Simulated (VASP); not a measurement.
# AgCl (P1) in VASP: single point with PBE

Aim: the single point of AgCl with PBE.

Program: VASP 6.6.1. These are calculated values, not measurements. Logs are shortened: lines on timing, memory, paths and dates and some standing lists are left out, and cuts for length are marked.

## 1. The cell of the first run

The typed cell holds 2 atoms: a = 3.545 Å, b = 3.527 Å, c = 3.565 Å, α = 89.99°, β = 88.89°, γ = 89.69°.

## 2. Single point, PBE (atoms moved at random and the cell strained at random)

Contents of INCAR:

```
SYSTEM = AgCl
PREC = Accurate
ENCUT = 520
EDIFF = 1E-6
ISMEAR = 0
SIGMA = 0.05
LREAL = .False.
LASPH = .True.
NELM = 100
ALGO = Normal
ISIF = 2
LWAVE = .False.
LCHARG = .False.
GGA = PE
NBANDS = 16
```

Contents of KPOINTS:

```
Automatic mesh
0
Gamma
  10 10 10
  0 0 0
```

Contents of POSCAR:

```
AgCl
1.0
    3.5451993855      0.0096151244      0.0343397300
    0.0096151244      3.5268619696      0.0002060384
    0.0343397300      0.0002060384      3.5647386918
Ag Cl
1 1
Direct
   -0.0191003249     -0.0219745467      0.0006086245
    0.5191003249      0.5219745467      0.4993913755
```

Potentials or basis: VASP PAW PBE potentials, release 64 (Ag, Cl).

Launch:

```sh
cat potpaw_PBE.64/Ag/POTCAR potpaw_PBE.64/Cl/POTCAR > POTCAR
mpirun -np 1 vasp_std > vasp.out
```

OUTCAR:

```text
SYSTEM = AgCl
   PREC = Accurate
   ENCUT = 520
   EDIFF = 1E-6
   ISMEAR = 0
   LREAL = .False.
   LASPH = .True.
   NELM = 100
   ISIF = 2
   GGA = PE

 ion  position               nearest neighbor table
   1  0.981  0.978  0.001-   2 2.89   2 2.93   2 3.04   2 3.06   2 3.08   2 3.10
   2  0.519  0.522  0.499-   1 2.89   1 2.93   1 3.04   1 3.06   1 3.08   1 3.10

  LATTYP: Found a triclinic cell.
 ALAT       =     3.5453787316
 B/A-ratio  =     1.0055072713
 C/A-ratio  =     0.9947809104
 COS(alpha) =     0.0001424741
 COS(beta)  =     0.0054386787
 COS(gamma) =     0.0193177140

  Lattice vectors:

 A1 = (  -3.5451993855,  -0.0096151244,  -0.0343397300)
 A2 = (  -0.0343397300,  -0.0002060384,  -3.5647386918)
 A3 = (  -0.0096151244,  -3.5268619696,  -0.0002060384)

Analysis of symmetry for initial positions (statically):
=====================================================================
 Subroutine PRICEL returns:
 Original cell was already a primitive cell.

 Routine SETGRP: Setting up the symmetry group for a
 triclinic supercell.

 Subroutine GETGRP returns: Found  1 space group operations
 (whereof  1 operations were pure point group operations)
 out of a pool of  2 trial point group operations.

The static configuration has the point symmetry C_1 .

Analysis of symmetry for dynamics (positions and initial velocities):
=====================================================================
 Subroutine PRICEL returns:
 Original cell was already a primitive cell.

 Routine SETGRP: Setting up the symmetry group for a
 triclinic supercell.

 Subroutine GETGRP returns: Found  1 space group operations
 (whereof  1 operations were pure point group operations)
 out of a pool of  2 trial point group operations.

The dynamic configuration has the point symmetry C_1 .

 Subroutine INISYM returns: Found  1 space group operations
 (whereof  1 operations are pure point group operations),
 and found     1 'primitive' translations

----------------------------------------------------------------------------------------

                                     Primitive cell

  volume of cell :      44.5670

  direct lattice vectors                    reciprocal lattice vectors
     3.545199386  0.009615124  0.034339730     0.282099990 -0.000768918 -0.002717472
     0.009615124  3.526861970  0.000206038    -0.000768918  0.283540270 -0.000008981
     0.034339730  0.000206038  3.564738692    -0.002717472 -0.000008981  0.280551649

  length of vectors
     3.545378732  3.526875082  3.564904094     0.282114126  0.283541313  0.280564810

  position of ions in fractional coordinates (direct lattice)
     0.980899675  0.978025453  0.000608625
     0.519100325  0.521974547  0.499391375

  ion indices of the primitive-cell ions
   primitive index   ion index
                 1           1
                 2           2

----------------------------------------------------------------------------------------

 KPOINTS: Automatic mesh

Automatic generation of k-mesh.
 Grid dimensions read from file:
 generate k-points for:   10   10   10

 Generating k-lattice:

  Cartesian coordinates                     Fractional coordinates (reciprocal lattice)
     0.028209999 -0.000076892 -0.000271747     0.100000000 -0.000000000  0.000000000
    -0.000076892  0.028354027 -0.000000898     0.000000000  0.100000000  0.000000000
    -0.000271747 -0.000000898  0.028055165     0.000000000 -0.000000000  0.100000000

  Length of vectors
     0.028211413  0.028354131  0.028056481

  Shift w.r.t. Gamma in fractional coordinates (k-lattice)
     0.000000000  0.000000000  0.000000000

 Subroutine IBZKPT returns following result:
 ===========================================

 Found    504 irreducible k-points:

 Following reciprocal coordinates:
            Coordinates               Weight
  0.000000  0.000000  0.000000      1.000000
  0.100000  0.000000  0.000000      2.000000
  0.200000  0.000000  0.000000      2.000000
  0.300000  0.000000  0.000000      2.000000
  0.400000  0.000000  0.000000      2.000000
  0.500000  0.000000  0.000000      1.000000
[... 16 lines left out ...]
 -0.400000  0.200000 -0.000000      2.000000
 -0.300000  0.200000 -0.000000      2.000000
 [... further k-points ...]
   k-points           NKPTS =    504   k-points in BZ     NKDIM =    504   number of bands    NBANDS=     16
   number of dos      NEDOS =    301   number of ions     NIONS =      2
   total plane-waves  NPLWV =  21952
   dimension x,y,z NGX =    28 NGY =   28 NGZ =   28
   dimension x,y,z NGXF=    56 NGYF=   56 NGZF=   56
   ions per type =               1   1
   NGX,Y,Z   is equivalent  to a cutoff of  13.13, 13.20, 13.06 a.u.
   NGXF,Y,Z  is equivalent  to a cutoff of  26.26, 26.40, 26.12 a.u.
 SYSTEM =  AgCl
   PREC   = accura    normal or accurate (medium, high low for compatibility)
   ISTART =      0    job   : 0-new  1-cont  2-samecut
   ICHARG =      2    charge: 1-file 2-atom 10-const
   ISPIN  =      1    spin polarized calculation?
   LNONCOLLINEAR =      F non collinear calculations
   LSORBIT =      F    spin-orbit coupling
   LASPH  =      T    aspherical Exc in radial PAW
   ENCUT  =  520.0 eV  38.22 Ry    6.18 a.u.   6.59  6.56  6.63*2*pi/ulx,y,z
   NELM   =    100;   NELMIN=  2; NELMDL= -5     # of ELM steps
   EDIFF  = 0.1E-05   stopping-criterion for ELM
   LREAL  =      F    real-space projection
   EDIFFG = 0.1E-04   stopping-criterion for IOM
   NSW    =      0    number of steps for IOM
   IBRION =     -1    ionic relax: 0-MD 1-quasi-New 2-CG
   NFREE  =      0    steps in history (QN), initial steepest desc. (CG)
   ISIF   =      2    stress and relaxation
   ISYM   =      2    0-nonsym 1-usesym 2-fastsym
   POTIM  = 0.5000    time-step for ionic-motion
   TEBEG  =    0.0;   TEEND  =   0.0 temperature during run
   PSTRESS=    0.0 pullay stress
   NELECT =      18.0000    total number of electrons
   NUPDOWN=      -1.0000    fix difference up-down
   EMIN   =  10.00;   EMAX   =-10.00  energy-range for DOS
   EFERMI =   0.00;   METHOD = LEGACY
   ISMEAR =     0;   SIGMA  =   0.05  broadening in eV -4-tet -1-fermi 0-gaus
   EFERMI_NEDOS =   21; number of points for ismear=-14 and -15
   IALGO  =     38    algorithm
   IMIX   =      4    mixing-type and parameters
     AMIX     =   0.40;   BMIX     =  1.00
     AMIX_MAG =   1.60;   BMIX_MAG =  1.00
  volume/ion in A,a.u.               =      22.28       150.38
  Fermi-wavevector in a.u.,A,eV,Ry     =   1.210119  2.286793 19.924198  1.464387
  Thomas-Fermi vector in A             =   2.345675
   LORBIT       =      0    0 simple, 1 ext, 2 COOP (PROOUT), +10 PAW based schemes
   GGA     = PE    functional components
   LHFCALC =     F    Hartree Fock is set to
   AEXX    =    0.0000 exact exchange contribution
   IVDW    =     0    specifies the selected vdW correction
   LEPSILON=     F    determine dielectric tensor
   LRPA    =     F    only Hartree local field effects (RPA)
 non-spin polarized calculation
 Gauss-broadening in eV      SIGMA  =   0.05
  energy-cutoff  :      520.00
  volume of cell :       44.57
 maximum number of plane-waves:      1220
 NGX is ok and might be reduce to    28
   NGX = 13   NGY = 13   NGZ = 13

 number of electron      17.9999998 magnetization

 Free energy of the ion-electron system (eV)
  ---------------------------------------------------
  ext. energy  EPLUGINS =         0.00000000
  ---------------------------------------------------
  free energy    TOTEN  =        -5.07750381 eV

  energy without entropy =       -5.07750381  energy(sigma->0) =       -5.07750381

 E-fermi :   2.9845     XC(G=0):  -9.8712

 val. band max:        2.7927992536   @ k =  -0.0000   0.5000  -0.0000
 cond. band min:       3.3738318396   @ k =   0.0000   0.0000   0.0000
 fundamental gap:      0.5810325860
 Fermi energy:         2.9845351070

 k-point     1 :       0.0000    0.0000    0.0000
  band No.  band energies     occupation
      1     -11.2800      2.00000
      2       0.3092      2.00000
      3       0.3697      2.00000
      4       0.9991      2.00000
      5       1.0613      2.00000
      6       1.1559      2.00000
[... 8 lines left out ...]
     15      16.0610      0.00000
     16      18.7395      0.00000

 k-point     2 :       0.1000    0.0000    0.0000
  band No.  band energies     occupation
      1     -11.2488      2.00000
      2       0.2430      2.00000
      3       0.3632      2.00000
      4       0.8558      2.00000
      5       0.9388      2.00000
      6       1.1536      2.00000
[... 8 lines left out ...]
     15      15.7855      0.00000
     16      18.7631      0.00000

 k-point     3 :       0.2000    0.0000    0.0000
  band No.  band energies     occupation
      1     -11.1650      2.00000
      2      -0.2216      2.00000
      3       0.3826      2.00000
      4       0.6124      2.00000
      5       0.7456      2.00000
      6       1.0621      2.00000
[... 8 lines left out ...]
     15      15.8497      0.00000
     16      18.7664      0.00000

 k-point     4 :       0.3000    0.0000    0.0000
  band No.  band energies     occupation
      1     -11.0566      2.00000
      2      -0.8737      2.00000
      3       0.3840      2.00000
      4       0.4245      2.00000
      5       0.5616      2.00000
      6       1.1740      2.00000
[... 8 lines left out ...]
     15      16.9654      0.00000
     16      18.7347      0.00000

 k-point     5 :       0.4000    0.0000    0.0000
  band No.  band energies     occupation
      1     -10.9647      2.00000
      2      -1.3522      2.00000
      3       0.2664      2.00000
      4       0.3699      2.00000
      5       0.5011      2.00000
      6       1.1842      2.00000
[... 8 lines left out ...]
     15      18.1462      0.00000
     16      18.6933      0.00000

 k-point     6 :       0.5000    0.0000    0.0000
  band No.  band energies     occupation
      1     -10.9284      2.00000
      2      -1.5242      2.00000
      3       0.2212      2.00000
      4       0.3359      2.00000
      5       0.5018      2.00000
      6       1.1882      2.00000
[... 8 lines left out ...]
     15      17.9164      0.00000
     16      18.6764      0.00000

 k-point     7 :       0.0000    0.1000   -0.0000
  band No.  band energies     occupation
      1     -11.2480      2.00000
      2       0.2411      2.00000
      3       0.3744      2.00000
      4       0.8494      2.00000
      5       0.9380      2.00000
      6       1.1493      2.00000
[... 8 lines left out ...]
     15      15.8348      0.00000
     16      18.7139      0.00000

 k-point     8 :       0.1000    0.1000    0.0000
  band No.  band energies     occupation
      1     -11.2178      2.00000
      2       0.2696      2.00000
      3       0.2807      2.00000
      4       0.6994      2.00000
      5       0.7976      2.00000
      6       1.1335      2.00000
[... 8 lines left out ...]
     15      16.2097      0.00000
     16      18.2481      0.00000

 k-point     9 :       0.2000    0.1000    0.0000
  band No.  band energies     occupation
      1     -11.1362      2.00000
      2      -0.2014      2.00000
      3       0.3158      2.00000
      4       0.5892      2.00000
      5       0.6683      2.00000
      6       1.1285      2.00000
[... 8 lines left out ...]
     15      16.3437      0.00000
     16      18.0689      0.00000
[... 172 lines left out ...]
 k-point    19 :       0.2000    0.2000    0.0000
  band No.  band energies     occupation
      1     -11.0583      2.00000
      2      -0.2857      2.00000
      3       0.1576      2.00000
      4       0.5551      2.00000
      5       0.6613      2.00000
      6       1.0753      2.00000
[... 8 lines left out ...]
     15      16.7749      0.00000
     16      17.4284      0.00000

 k-point    20 :       0.3000    0.2000    0.0000
  band No.  band energies     occupation
      1     -10.9608      2.00000
      2      -0.6816      2.00000
      3       0.1642      2.00000
      4       0.4817      2.00000
      5       0.6667      2.00000
      6       1.0646      2.00000
[... 8 lines left out ...]
     15      17.2801      0.00000
     16      17.4302      0.00000

 k-point    21 :       0.4000    0.2000    0.0000
  band No.  band energies     occupation
      1     -10.8782      2.00000
      2      -1.0506      2.00000
      3       0.1824      2.00000
      4       0.4121      2.00000
      5       0.6375      2.00000
      6       1.0785      2.00000
[... 8 lines left out ...]
     15      17.4040      0.00000
     16      18.6804      0.00000

 k-point    22 :       0.5000    0.2000    0.0000
  band No.  band energies     occupation
      1     -10.8456      2.00000
      2      -1.1907      2.00000
      3       0.1801      2.00000
      4       0.3850      2.00000
      5       0.6281      2.00000
      6       1.0855      2.00000
[... 8 lines left out ...]
     15      17.4881      0.00000
     16      19.3508      0.00000

 k-point    23 :      -0.4000    0.2000   -0.0000
  band No.  band energies     occupation
      1     -10.8776      2.00000
      2      -1.0461      2.00000
      3       0.1744      2.00000
      4       0.4135      2.00000
      5       0.6422      2.00000
      6       1.0738      2.00000
[... 8 lines left out ...]
     15      17.4009      0.00000
     16      18.7102      0.00000

 k-point    24 :      -0.3000    0.2000   -0.0000
  band No.  band energies     occupation
      1     -10.9597      2.00000
      2      -0.6706      2.00000
      3       0.1525      2.00000
      4       0.4850      2.00000
      5       0.6806      2.00000
      6       1.0563      2.00000
[... 8 lines left out ...]
     15      17.2872      0.00000
     16      17.4410      0.00000

 [... further k-points ...]

------------------------ aborting loop because EDIFF is reached ----------------------------------------

  FORCE on cell =-STRESS in cart. coord.  units (eV):
  Direction    XX          YY          ZZ          XY          YZ          ZX
  --------------------------------------------------------------------------------------
  -------------------------------------------------------------------------------------
  Total       -0.9151699     -0.8567282     -0.9725807      0.0581109     -0.0059491      0.0697197
  in kB      -32.9002505    -30.7992809    -34.9641620      2.0890795     -0.2138686      2.5064159
  external PRESSURE =     -32.8878978 kB  Pullay stress =       0.0000000 kB

 VOLUME and BASIS-vectors are now :
 -----------------------------------------------------------------------------
  energy-cutoff  :      520.00
  volume of cell :       44.57
      direct lattice vectors                 reciprocal lattice vectors
     3.545199386  0.009615124  0.034339730     0.282099990 -0.000768918 -0.002717472
     0.009615124  3.526861970  0.000206038    -0.000768918  0.283540270 -0.000008981
     0.034339730  0.000206038  3.564738692    -0.002717472 -0.000008981  0.280551649

 POSITION                                       TOTAL-FORCE (eV/Angst)
 -----------------------------------------------------------------------------------
      3.48691      3.45879      0.03605        -0.040892     -0.049793     -0.004223
      1.86248      1.84603      1.79813         0.040892      0.049793      0.004223
 -----------------------------------------------------------------------------------
    total drift:                               -0.000137     -0.000273      0.000066

  FREE ENERGIE OF THE ION-ELECTRON SYSTEM (eV)
  ---------------------------------------------------
  free  energy   TOTEN  =        -5.0775038139 eV

  energy  without entropy=       -5.0775038139  energy(sigma->0) =       -5.07750381
```

It took 2.3 min on 1 thread of Intel Xeon 6975P-C (Granite Rapids), shared host; peak memory 0.43 GiB.

Results:

| Item | Value |
| --- | --- |
| Free energy | -5.0775 eV |
| Pressure | -3.3 GPa |
| Largest force | 0.065 eV/Å |
| Band gap on the k mesh | 0.58 eV (least direct gap 1.67 eV) |

Forces on the atoms (eV/Å):
```
Ag  -0.041 -0.050 -0.004
Cl   0.041  0.050  0.004
```

Stress tensor (GPa, compression positive):
```
-3.29  0.21  0.25
 0.21 -3.08 -0.02
 0.25 -0.02 -3.50
```

Levels at points of the mesh, in eV from the valence-band top:
```csv
k point,band 6,band 7,band 8,band 9,band 10,band 11,band 12,band 13
"(0.00, 0.00, 0.00)",-1.64,-1.18,-1.12,-1.09,0.58,9.35,9.42,12.83
"(0.50, 0.00, 0.00)",-1.60,-1.32,-0.07,-0.02,4.88,5.06,9.68,9.95
"(0.00, 0.50, 0.00)",-1.61,-1.30,-0.11,0.00,4.85,5.08,9.73,9.90
"(0.50, 0.50, 0.00)",-1.93,-1.87,-1.40,-0.63,2.91,8.48,8.55,10.52
"(0.00, 0.00, 0.50)",-1.60,-1.35,-0.08,-0.01,4.95,5.04,9.72,10.06
"(0.50, 0.00, 0.50)",-1.82,-1.81,-1.41,-0.58,2.79,8.50,8.70,10.50
"(0.00, 0.50, 0.50)",-1.85,-1.83,-1.40,-0.60,2.84,8.53,8.61,10.49
"(0.50, 0.50, 0.50)",-1.38,-0.28,-0.23,-0.19,5.04,5.07,5.21,6.27
```

Caveat: the cell differs from its parent crystal (atoms moved at random and the cell strained at random); the cell stands under tension.
